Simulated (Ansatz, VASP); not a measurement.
# Two plane-wave programs on Ga

File INCAR:

```
PREC = Accurate
ENCUT = 520
EDIFF = 1E-6
ISMEAR = -1
SIGMA = 0.1
LREAL = F
LASPH = T
NELM = 60
ALGO = Normal
ISIF = 2
LWAVE = F
LCHARG = F
GGA = CA
NBANDS = 12
```

File KPOINTS:

```
regular mesh
0
Gamma
  15 15 15
```

The input POSCAR:

```
Ga
1.0
   -1.6097559031      1.6097559031      1.6097559031
    1.6097559031     -1.6097559031      1.6097559031
    1.6097559031      1.6097559031     -1.6097559031
Ga
1
Direct
    0.0000000000      0.0000000000      0.0000000000
```

Input for Ansatz:

```yaml
crystal:
  lattice:
    - [-1.6097559031, 1.6097559031, 1.6097559031]
    - [1.6097559031, -1.6097559031, 1.6097559031]
    - [1.6097559031, 1.6097559031, -1.6097559031]
  atoms:
    - { symbol: Ga, position: [0.0, 0.0, 0.0] }
hamiltonian:
  xc: lda
  pseudopotentials:
    kind: paw
    azcp:
      Ga: "pseudopotentials/Ga.paw.azcp"
basis:
  ecutwfc: 420
  fft_grid_basis: typed
kpoints:
  mp_grid: { grid: [15, 15, 15], shift: [0, 0, 0] }
magnetization:
  spin_polarized: false
scf:
  occupations: { method: fermi_dirac, width: 0.1 }
  lower_state_search: "off"
output:
  stress: true
```

Alike in both runs: task single point; functional LDA; k mesh 15 × 15 × 15; occupations fermi-dirac, width 0.1 eV; no spin polarisation.

|  | VASP | Ansatz |
| --- | --- | --- |
| version | VASP 6.6.1 | Ansatz 0.2.0 |
| potentials or method | VASP PAW LDA potentials, release 64 (Ga_d), cutoff 520 eV | plane waves (420 eV) with PAW, scalar-relativistic |
| valence electrons in the cell | 13 | 13 |

VASP gave:

```
pressure (GPa) : 2.9
```

Question: Which values does Ansatz return?

Answer: Pressure (GPa): 2.7.

Ansatz warns that its potentials were made for another functional, while VASP's fit it. LDA's correlation is that of Perdew and Zunger in VASP and of Perdew and Wang (1992) in Ansatz.
